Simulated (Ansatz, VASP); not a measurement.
## MgO: VASP beside Ansatz

The input INCAR:

```
PREC = Accurate
ENCUT = 600
EDIFF = 1E-6
ISMEAR = 0
SIGMA = 0.02
LREAL = F
LASPH = T
NELM = 80
ALGO = Normal
ISIF = 3
LWAVE = F
LCHARG = F
GGA = PE
IBRION = 2
NSW = 100
EDIFFG = -0.01
```

KPOINTS

```
Automatic mesh
0
Gamma
  10 10 6
```

File POSCAR:

```
MgO
1.0
    2.8290008836      0.0000000000      0.0000000000
    0.0000000000      2.8290008836      0.0000000000
    0.0000000000      0.0000000000      4.4457986153
Mg O
1 1
Direct
    0.5000000000      0.5000000000      0.0000000000
    0.0000000000      0.0000000000      0.0000000000
```

Input for Ansatz:

```yaml
crystal:
  lattice:
    - [2.8290008836, 0.0, 0.0]
    - [0.0, 2.8290008836, 0.0]
    - [0.0, 0.0, 4.4457986153]
  atoms:
    - { symbol: Mg, position: [0.5, 0.5, 0.0] }
    - { symbol: O, position: [0.0, 0.0, 0.0] }
basis:
  ecutwfc: 420
kpoints:
  mp_grid: { grid: [10, 10, 6] }
hamiltonian:
  xc: pbe
scf:
  occupations: { method: gaussian, width: 0.02 }
output:
  forces: true
  stress: true
  eigenvalues: true
  write_density: true
  write_potential: true
  elf: true
  volumetric_format: npy
relax:
  adjacent_minimum: "off"
  f_tol: 0.01
  max_steps: 80
  cell: { stress_tol: 0.05 }
```

Alike in both runs: task relaxation of cell and atoms; functional PBE; k mesh 10 × 10 × 6; occupations gaussian, width 0.02 eV; no spin polarisation.

|  | VASP | Ansatz |
| --- | --- | --- |
| version | VASP 6.6.1 | Ansatz 0.2.0 |
| potentials or method | VASP PAW PBE potentials, release 64 (Mg, O), cutoff 600 eV | scalar-relativistic, plane waves, PAW |
| valence electrons in the cell | 8 | 16 |

VASP gave:

| Quantity | Value |
| --- | --- |
| gap on the k mesh at the Fermi level, each at its own relaxed structure (eV) | 2.19 |
| relaxed volume (Å³/atom) | 19.03 |
| relaxed cell length with the largest relative difference (Å) | 4.768 |

Question: What did Ansatz give for the same quantities?

Answer: gap on the k mesh at the Fermi level, each at its own relaxed structure (eV): 2.28; relaxed volume (Å³/atom): 20.34; relaxed cell length with the largest relative difference (Å): 5.082.

One of these differences is far larger than is usual between the two programs; its cause wasn't traced. VASP's potentials hold 8 valence electrons a cell and Ansatz's 16, so a difference there can come from the potentials and not from the codes.
